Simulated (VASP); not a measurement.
# Hf (Im-3m) in VASP: notebook

Hf is run at these levels: PBEsol; tasks: single point.

All numbers are computed with VASP 6.6.1; they aren't measurements. Logs are shortened: lines on timing, memory, paths and dates and some standing lists are left out, and cuts for length are marked.

### Step 1. The cell of the first run

Symmetry: Im-3m, No. 229, cubic system. Conventional cell: a = 3.417 Å, b = 3.417 Å, c = 3.417 Å, α = 90.00°, β = 90.00°, γ = 90.00°. Within 3.9 Å of Hf (site symmetry m-3m) lie 14 Hf at 2.96 to 3.42 Å.

This isn't the form of Hf at room conditions, which is hcp.

### Step 2. Single point, PBEsol

Contents of INCAR:

```
SYSTEM = Hf
ALGO     = Normal         ! electronic algorithm
EDIFF    = 1E-6           ! SCF threshold, eV
ENCUT    = 520            ! plane-wave cutoff, eV
GGA      = PS             ! functional
ISIF     = 2              ! what is computed and relaxed
ISMEAR   = 0              ! smearing method
LASPH    = .TRUE.         ! aspherical terms in the spheres
LCHARG   = .FALSE.        ! write CHGCAR
LREAL    = .FALSE.        ! projectors in reciprocal space
LWAVE    = .FALSE.        ! write WAVECAR
NBANDS   = 11             ! bands
NELM     = 60             ! most SCF steps
PREC     = Accurate       ! precision mode
SIGMA    = 0.1            ! smearing width, eV
```

Contents of KPOINTS:

```
k-points
0
G
  8 8 8
  0 0 0
```

Contents of POSCAR:

```
Hf
1.0
   -1.7084137365      1.7084137365      1.7084137365
    1.7084137365     -1.7084137365      1.7084137365
    1.7084137365      1.7084137365     -1.7084137365
Hf
1
Direct
    0.0000000000      0.0000000000      0.0000000000
```

Potentials or basis: VASP PAW PBE potentials, release 64 (Hf_pv).

Started as:

```sh
> cat potpaw_PBE.64/Hf_pv/POTCAR > POTCAR
> mpirun -np 1 vasp_std > vasp.out
```

OUTCAR:

```text
SYSTEM = Hf
   EDIFF = 1E-6
   ENCUT = 520
   GGA = PS
   ISIF = 2
   ISMEAR = 0
   LASPH = .TRUE.
   LREAL = .FALSE.
   NELM = 60
   PREC = Accurate

 ion  position               nearest neighbor table
   1  0.000  0.000  0.000-

  LATTYP: Found a body centered cubic cell.
 ALAT       =     3.4168274730

  Lattice vectors:

 A1 = (  -1.7084137365,   1.7084137365,   1.7084137365)
 A2 = (   1.7084137365,  -1.7084137365,   1.7084137365)
 A3 = (   1.7084137365,   1.7084137365,  -1.7084137365)

Analysis of symmetry for initial positions (statically):
=====================================================================
 Subroutine PRICEL returns:
 Original cell was already a primitive cell.

 Routine SETGRP: Setting up the symmetry group for a
 body centered cubic supercell.

 Subroutine GETGRP returns: Found 48 space group operations
 (whereof 48 operations were pure point group operations)
 out of a pool of 48 trial point group operations.

The static configuration has the point symmetry O_h .

Analysis of symmetry for dynamics (positions and initial velocities):
=====================================================================
 Subroutine PRICEL returns:
 Original cell was already a primitive cell.

 Routine SETGRP: Setting up the symmetry group for a
 body centered cubic supercell.

 Subroutine GETGRP returns: Found 48 space group operations
 (whereof 48 operations were pure point group operations)
 out of a pool of 48 trial point group operations.

The dynamic configuration has the point symmetry O_h .

 Subroutine INISYM returns: Found 48 space group operations
 (whereof 48 operations are pure point group operations),
 and found     1 'primitive' translations

----------------------------------------------------------------------------------------

                                     Primitive cell

  volume of cell :      19.9452

  direct lattice vectors                    reciprocal lattice vectors
    -1.708413737  1.708413737  1.708413737     0.000000000  0.292669152  0.292669152
     1.708413737 -1.708413737  1.708413737     0.292669152  0.000000000  0.292669152
     1.708413737  1.708413737 -1.708413737     0.292669152  0.292669152  0.000000000

  length of vectors
     2.959059392  2.959059392  2.959059392     0.413896684  0.413896684  0.413896684

  position of ions in fractional coordinates (direct lattice)
     0.000000000  0.000000000  0.000000000

  ion indices of the primitive-cell ions
   primitive index   ion index
                 1           1

----------------------------------------------------------------------------------------

 KPOINTS: k-points

Automatic generation of k-mesh.
 Grid dimensions read from file:
 generate k-points for:    8    8    8

 Generating k-lattice:

  Cartesian coordinates                     Fractional coordinates (reciprocal lattice)
     0.000000000  0.036583644  0.036583644     0.125000000  0.000000000  0.000000000
     0.036583644  0.000000000  0.036583644     0.000000000  0.125000000  0.000000000
     0.036583644  0.036583644  0.000000000     0.000000000  0.000000000  0.125000000

  Length of vectors
     0.051737086  0.051737086  0.051737086

  Shift w.r.t. Gamma in fractional coordinates (k-lattice)
     0.000000000  0.000000000  0.000000000

 Subroutine IBZKPT returns following result:
 ===========================================

 Found     29 irreducible k-points:

 Following reciprocal coordinates:
            Coordinates               Weight
  0.000000  0.000000  0.000000      1.000000
  0.125000  0.000000  0.000000     12.000000
  0.250000  0.000000  0.000000     12.000000
  0.375000  0.000000  0.000000     12.000000
  0.500000  0.000000  0.000000      6.000000
  0.125000  0.125000  0.000000     24.000000
[... 16 lines left out ...]
 -0.250000  0.250000  0.250000      6.000000
 -0.375000  0.375000  0.250000     24.000000
 [... further k-points ...]
   k-points           NKPTS =     29   k-points in BZ     NKDIM =     29   number of bands    NBANDS=     11
   number of dos      NEDOS =    301   number of ions     NIONS =      1
   total plane-waves  NPLWV =  13824
   dimension x,y,z NGX =    24 NGY =   24 NGZ =   24
   dimension x,y,z NGXF=    48 NGYF=   48 NGZF=   48
   ions per type =               1
   NGX,Y,Z   is equivalent  to a cutoff of  13.48, 13.48, 13.48 a.u.
   NGXF,Y,Z  is equivalent  to a cutoff of  26.97, 26.97, 26.97 a.u.
 SYSTEM =  Hf
   PREC   = accura    normal or accurate (medium, high low for compatibility)
   ISTART =      0    job   : 0-new  1-cont  2-samecut
   ICHARG =      2    charge: 1-file 2-atom 10-const
   ISPIN  =      1    spin polarized calculation?
   LNONCOLLINEAR =      F non collinear calculations
   LSORBIT =      F    spin-orbit coupling
   LASPH  =      T    aspherical Exc in radial PAW
   ENCUT  =  520.0 eV  38.22 Ry    6.18 a.u.   5.50  5.50  5.50*2*pi/ulx,y,z
   NELM   =     60;   NELMIN=  2; NELMDL= -5     # of ELM steps
   EDIFF  = 0.1E-05   stopping-criterion for ELM
   LREAL  =      F    real-space projection
   EDIFFG = 0.1E-04   stopping-criterion for IOM
   NSW    =      0    number of steps for IOM
   IBRION =     -1    ionic relax: 0-MD 1-quasi-New 2-CG
   NFREE  =      0    steps in history (QN), initial steepest desc. (CG)
   ISIF   =      2    stress and relaxation
   ISYM   =      2    0-nonsym 1-usesym 2-fastsym
   POTIM  = 0.5000    time-step for ionic-motion
   TEBEG  =    0.0;   TEEND  =   0.0 temperature during run
   PSTRESS=    0.0 pullay stress
   NELECT =      10.0000    total number of electrons
   NUPDOWN=      -1.0000    fix difference up-down
   EMIN   =  10.00;   EMAX   =-10.00  energy-range for DOS
   EFERMI =   0.00;   METHOD = LEGACY
   ISMEAR =     0;   SIGMA  =   0.10  broadening in eV -4-tet -1-fermi 0-gaus
   EFERMI_NEDOS =   21; number of points for ismear=-14 and -15
   IALGO  =     38    algorithm
   IMIX   =      4    mixing-type and parameters
     AMIX     =   0.40;   BMIX     =  1.00
     AMIX_MAG =   1.60;   BMIX_MAG =  1.00
  volume/ion in A,a.u.               =      19.95       134.60
  Fermi-wavevector in a.u.,A,eV,Ry     =   1.300554  2.457691 23.013454  1.691441
  Thomas-Fermi vector in A             =   2.431745
   LORBIT       =      0    0 simple, 1 ext, 2 COOP (PROOUT), +10 PAW based schemes
   GGA     = PS    functional components
   LHFCALC =     F    Hartree Fock is set to
   AEXX    =    0.0000 exact exchange contribution
   IVDW    =     0    specifies the selected vdW correction
   LEPSILON=     F    determine dielectric tensor
   LRPA    =     F    only Hartree local field effects (RPA)
 non-spin polarized calculation
 Gauss-broadening in eV      SIGMA  =   0.10
  energy-cutoff  :      520.00
  volume of cell :       19.95
 maximum number of plane-waves:       555
 NGX is ok and might be reduce to    24
   NGX = 11   NGY = 11   NGZ = 11

 number of electron      10.0000002 magnetization

 Free energy of the ion-electron system (eV)
  ---------------------------------------------------
  ext. energy  EPLUGINS =         0.00000000
  ---------------------------------------------------
  free energy    TOTEN  =       -10.31470268 eV

  energy without entropy =      -10.30447263  energy(sigma->0) =      -10.30958766

 E-fermi :   5.1991     XC(G=0): -11.9273

 val. band max:        5.1632811827   @ k =  -0.3750   0.3750   0.1250
 cond. band min:       5.2144507874   @ k =   0.3750   0.2500   0.0000
 fundamental gap:      0.0511696046
 Fermi energy:         5.1991207806

 k-point     1 :       0.0000    0.0000    0.0000
  band No.  band energies     occupation
      1     -24.1280      2.00000
      2     -24.1280      2.00000
      3     -24.1280      2.00000
      4      -2.1892      2.00000
      5       6.7961      0.00000
      6       6.7961      0.00000
      7       6.7961      0.00000
      8       9.9381      0.00000
      9       9.9381      0.00000
     10      19.0945      0.00000
     11      19.0945      0.00000

 k-point     2 :       0.1250    0.0000    0.0000
  band No.  band energies     occupation
      1     -24.3189      2.00000
      2     -24.1857      2.00000
      3     -24.1293      2.00000
      4      -1.5419      2.00000
      5       6.3541      0.00000
      6       6.5609      0.00000
      7       7.4512      0.00000
      8       9.3695      0.00000
      9       9.9357      0.00000
     10      18.8613      0.00000
     11      19.6748      0.00000

 k-point     3 :       0.2500    0.0000    0.0000
  band No.  band energies     occupation
      1     -24.7564      2.00000
      2     -24.3223      2.00000
      3     -24.1327      2.00000
      4       0.0287      2.00000
      5       5.4677      0.00015
      6       5.7406      0.00000
      7       9.3209      0.00000
      8       9.3794      0.00000
      9      10.1024      0.00000
     10      18.8534      0.00000
     11      19.5250      0.00000

 k-point     4 :       0.3750    0.0000    0.0000
  band No.  band energies     occupation
      1     -25.1651      2.00000
      2     -24.4555      2.00000
      3     -24.1362      2.00000
      4       1.2572      2.00000
      5       4.7451      2.00000
      6       5.8844      0.00000
      7       9.8740      0.00000
      8      10.5890      0.00000
      9      12.0262      0.00000
     10      17.3826      0.00000
     11      18.3225      0.00000
[... 239 lines left out ...]
 k-point    22 :       0.2500    0.2500    0.2500
  band No.  band energies     occupation
      1     -24.7353      2.00000
      2     -24.7353      2.00000
      3     -24.7353      2.00000
      4       4.5693      2.00000
      5       4.5693      2.00000
      6       4.5693      2.00000
      7      11.1529      0.00000
      8      11.1529      0.00000
      9      11.9462      0.00000
     10      17.9746      0.00000
     11      17.9746      0.00000

 k-point    23 :      -0.2500    0.2500    0.2500
  band No.  band energies     occupation
      1     -24.7819      2.00000
      2     -24.5338      2.00000
      3     -24.5338      2.00000
      4       1.8794      2.00000
      5       4.8797      1.99999
      6       7.1459      0.00000
      7       7.1459      0.00000
      8       9.2037      0.00000
      9      10.8477      0.00000
     10      18.7888      0.00000
     11      19.0713      0.00000

 k-point    24 :      -0.3750    0.3750    0.2500
  band No.  band energies     occupation
      1     -25.0223      2.00000
      2     -24.6782      2.00000
      3     -24.5721      2.00000
      4       2.8814      2.00000
      5       3.8355      2.00000
      6       7.1566      0.00000
      7       7.7397      0.00000
      8      11.0054      0.00000
      9      11.3932      0.00000
     10      18.7254      0.00000
     11      19.0394      0.00000

 [... further k-points ...]

------------------------ aborting loop because EDIFF is reached ----------------------------------------

  FORCE on cell =-STRESS in cart. coord.  units (eV):
  Direction    XX          YY          ZZ          XY          YZ          ZX
  --------------------------------------------------------------------------------------
  -------------------------------------------------------------------------------------
  Total        0.9841865      0.9841865      0.9841865      0.0000000     -0.0000000     -0.0000000
  in kB       79.0585500     79.0585500     79.0585500      0.0000000     -0.0000000     -0.0000000
  external PRESSURE =      79.0585500 kB  Pullay stress =       0.0000000 kB

 VOLUME and BASIS-vectors are now :
 -----------------------------------------------------------------------------
  energy-cutoff  :      520.00
  volume of cell :       19.95
      direct lattice vectors                 reciprocal lattice vectors
    -1.708413737  1.708413737  1.708413737     0.000000000  0.292669152  0.292669152
     1.708413737 -1.708413737  1.708413737     0.292669152  0.000000000  0.292669152
     1.708413737  1.708413737 -1.708413737     0.292669152  0.292669152  0.000000000

 POSITION                                       TOTAL-FORCE (eV/Angst)
 -----------------------------------------------------------------------------------
      0.00000      0.00000      0.00000         0.000000     -0.000000      0.000000
 -----------------------------------------------------------------------------------
    total drift:                               -0.000000      0.000000      0.000000

  FREE ENERGIE OF THE ION-ELECTRON SYSTEM (eV)
  ---------------------------------------------------
  free  energy   TOTEN  =       -10.3147026784 eV

  energy  without entropy=      -10.3044726319  energy(sigma->0) =      -10.30958766
```

It took 8.5 s on 1 thread of Intel Xeon 8259CL, shared host; peak memory 0.14 GiB.

What came out:

* Free energy: -10.3147 eV
* Pressure: 7.9 GPa
* Band gap on the k mesh: zero (bands 5 and 6 overlap by 2.46 eV)

Caveat: the cell stands under pressure; the PAW data sets were made with another functional, which shifts forces and pressure a little; spin-orbit coupling is left out, which moves the levels of the heavy elements.

### Step 3. Single point, PBEsol

This run uses another cell than the first one, of 21.31 Å³/atom.

Contents of INCAR:

```
SYSTEM = Hf
PREC = Accurate
ENCUT = 520
EDIFF = 1E-6
ISMEAR = 0
SIGMA = 0.1
LREAL = .FALSE.
LASPH = .TRUE.
NELM = 80
ALGO = Normal
ISIF = 2
LWAVE = .FALSE.
LCHARG = .TRUE.
GGA = PS
LELF = .TRUE.
LVHAR = .TRUE.
NBANDS = 11
```

Contents of KPOINTS:

```
Automatic mesh
0
G
  8 8 8
  0 0 0
```

Contents of POSCAR:

```
Hf
1.0
   -1.7464481148      1.7464481148      1.7464481148
    1.7464481148     -1.7464481148      1.7464481148
    1.7464481148      1.7464481148     -1.7464481148
Hf
1
Direct
    0.0000000000      0.0000000000      0.0000000000
```

Potentials or basis: VASP PAW PBE potentials, release 64 (Hf_pv).

Started as:

```sh
> cat potpaw_PBE.64/Hf_pv/POTCAR > POTCAR
> mpirun -np 1 vasp_std > vasp.out
```

OUTCAR:

```text
SYSTEM = Hf
   PREC = Accurate
   ENCUT = 520
   EDIFF = 1E-6
   ISMEAR = 0
   LREAL = .FALSE.
   LASPH = .TRUE.
   NELM = 80
   ISIF = 2
   GGA = PS

 ion  position               nearest neighbor table
   1  0.000  0.000  0.000-

  LATTYP: Found a body centered cubic cell.
 ALAT       =     3.4928962296

  Lattice vectors:

 A1 = (  -1.7464481148,   1.7464481148,   1.7464481148)
 A2 = (   1.7464481148,  -1.7464481148,   1.7464481148)
 A3 = (   1.7464481148,   1.7464481148,  -1.7464481148)
[... 517 lines left out ...]
     11      18.1927      0.00000

 [... further k-points ...]

------------------------ aborting loop because EDIFF is reached ----------------------------------------

  FORCE on cell =-STRESS in cart. coord.  units (eV):
  Direction    XX          YY          ZZ          XY          YZ          ZX
  --------------------------------------------------------------------------------------
  -------------------------------------------------------------------------------------
  Total       -0.0403340     -0.0403340     -0.0403340     -0.0000000      0.0000000     -0.0000000
  in kB       -3.0328808     -3.0328808     -3.0328808     -0.0000000      0.0000000     -0.0000000
  external PRESSURE =      -3.0328808 kB  Pullay stress =       0.0000000 kB

 VOLUME and BASIS-vectors are now :
 -----------------------------------------------------------------------------
  energy-cutoff  :      520.00
  volume of cell :       21.31
      direct lattice vectors                 reciprocal lattice vectors
    -1.746448115  1.746448115  1.746448115     0.000000000  0.286295365  0.286295365
     1.746448115 -1.746448115  1.746448115     0.286295365  0.000000000  0.286295365
     1.746448115  1.746448115 -1.746448115     0.286295365  0.286295365  0.000000000

 POSITION                                       TOTAL-FORCE (eV/Angst)
 -----------------------------------------------------------------------------------
      0.00000      0.00000      0.00000         0.000000     -0.000000     -0.000000
 -----------------------------------------------------------------------------------
    total drift:                               -0.000000      0.000000     -0.000000

  FREE ENERGIE OF THE ION-ELECTRON SYSTEM (eV)
  ---------------------------------------------------
  free  energy   TOTEN  =       -10.3455706233 eV

  energy  without entropy=      -10.3359874257  energy(sigma->0) =      -10.34077902
```

OSZICAR:

```text
N       E                     dE             d eps       ncg     rms          rms(c)
DAV:   1     0.126525332757E+02    0.12653E+02   -0.59639E+03   638   0.857E+02
DAV:   2    -0.102064345599E+02   -0.22859E+02   -0.22139E+02   794   0.155E+02
DAV:   3    -0.106939646335E+02   -0.48753E+00   -0.48393E+00   794   0.149E+01
DAV:   4    -0.106963857927E+02   -0.24212E-02   -0.24208E-02   714   0.113E+00
DAV:   5    -0.106963959416E+02   -0.10149E-04   -0.10149E-04   765   0.669E-02    0.454E+01
DAV:   6    -0.104368137135E+02    0.25958E+00   -0.21061E-01   701   0.333E+00    0.270E+01
DAV:   7    -0.103498615989E+02    0.86952E-01   -0.31516E-01   713   0.394E+00    0.118E+00
DAV:   8    -0.103455426156E+02    0.43190E-02   -0.25667E-02   680   0.109E+00    0.388E-01
DAV:   9    -0.103455698743E+02   -0.27259E-04   -0.29769E-04   799   0.160E-01    0.383E-02
DAV:  10    -0.103455704598E+02   -0.58554E-06   -0.13464E-05   689   0.273E-02    0.181E-02
DAV:  11    -0.103455706233E+02   -0.16347E-06   -0.16319E-06   687   0.970E-03
   1 F= -.10345571E+02 E0= -.10340779E+02  d E =-.958320E-02
```

stdout:

```text
POSCAR found type information on POSCAR Hf
 POSCAR found :  1 types and       1 ions
 scaLAPACK will be used
 -----------------------------------------------------------------------------
|                                                                             |
|                                                                             |
|     You enforced a specific xc type in the INCAR file but a different       |
|     I HOPE YOU KNOW WHAT YOU ARE DOING!                                     |
|                                                                             |
 -----------------------------------------------------------------------------

 LDA part: xc-table for (Slater+PW92), standard interpolation
 POSCAR, INCAR and KPOINTS ok, starting setup
 FFT: planning ... GRIDC
 FFT: planning ... GRID_SOFT
 FFT: planning ... GRID
 WAVECAR not read
 entering main loop
```

Run time: 8.9 s. Hardware: 1 thread of Intel Xeon 8259CL, shared host; peak memory 0.14 GiB.

Results:

```yaml
Free_energy: -10.3456 eV
Pressure: -0.3 GPa
Band_gap_on_the_k_mesh: zero (bands 5 and 6 overlap by 2.34 eV)
```

Levels at points of the mesh, in eV from the Fermi level:
```
           k point  band 1  band 2  band 3  band 4  band 5  band 6  band 7  band 8  band 9  band 10
(0.00, 0.00, 0.00)  -29.57  -29.57  -29.57   -7.17    1.57    1.57    1.57    4.51    4.51    13.47
(0.50, 0.00, 0.00)  -30.54  -29.88  -29.57   -3.50   -0.57    1.32    4.36    5.42    8.08    10.78
(0.50, 0.50, 0.50)  -30.24  -30.24  -30.24   -2.75   -2.75    7.18    7.18    7.18    7.66     7.66
```

Caveat: the PAW data sets were made with another functional, which shifts forces and pressure a little; spin-orbit coupling is left out, which moves the levels of the heavy elements.

The gap in the log of VASP goes by the Fermi energy; the results here count the filled bands.